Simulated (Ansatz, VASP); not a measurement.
**GaN in VASP and in Ansatz**

Contents of INCAR:

```
PREC = Accurate ; ENCUT = 520
EDIFF = 1E-7 ; ISMEAR = 0
SIGMA = 0.05 ; LREAL = F
LASPH = T ; NELM = 80
ALGO = Normal ; ISIF = 2
LWAVE = F ; LCHARG = F
GGA = PE ; NBANDS = 16
```

File KPOINTS:

```
regular mesh
0
Gamma
  10 10 10
```

File POSCAR:

```
GaN
1.0
    0.0000000000      2.2535006075      2.1858955893
    2.2535006075      0.0000000000      2.1858955893
    2.2535006075      2.2535006075      0.0000000000
Ga N
1 1
Direct
    0.0000000000      0.0000000000      0.0000000000
    0.7500000000      0.7500000000      0.7500000000
```

Input for Ansatz:

```yaml
crystal:
  lattice:
    - [0.0, 2.2535006075, 2.1858955893]
    - [2.2535006075, 0.0, 2.1858955893]
    - [2.2535006075, 2.2535006075, 0.0]
  atoms:
    - { symbol: Ga, position: [0.0, 0.0, 0.0] }
    - { symbol: "N", position: [0.75, 0.75, 0.75] }
basis:
  ecutwfc: 420
kpoints:
  mp_grid: { grid: [10, 10, 10] }
hamiltonian:
  xc: pbe
scf:
  occupations: { method: gaussian, width: 0.05 }
output:
  forces: true
  stress: true
  eigenvalues: true
  write_density: true
  write_potential: true
  elf: true
  volumetric_format: npy
```

Change from the starting cell: strain -0.0300 x Voigt [0, 0, 1, 0, 0, 0], atoms carried along.

Alike in both runs: task single point; functional PBE; k mesh 10 × 10 × 10; occupations gaussian, width 0.05 eV; no spin polarisation.

|  | VASP | Ansatz |
| --- | --- | --- |
| version | VASP 6.6.1 | Ansatz 0.2.0 |
| potentials or method | VASP PAW PBE potentials, release 64 (Ga_d, N), cutoff 520 eV | scalar-relativistic, plane waves, PAW |
| valence electrons in the cell | 18 | 18 |

```tsv
	VASP	Ansatz	Ansatz less VASP
gap on the k mesh at the Fermi level (eV)	1.83	1.82	-0.010
least direct gap on the mesh (eV)	1.83	1.82	-0.010
pressure (GPa)	11.2	11.3	+0.01
traceless stress, the component that is largest in VASP (GPa)	2.21	2.19	-0.014
```
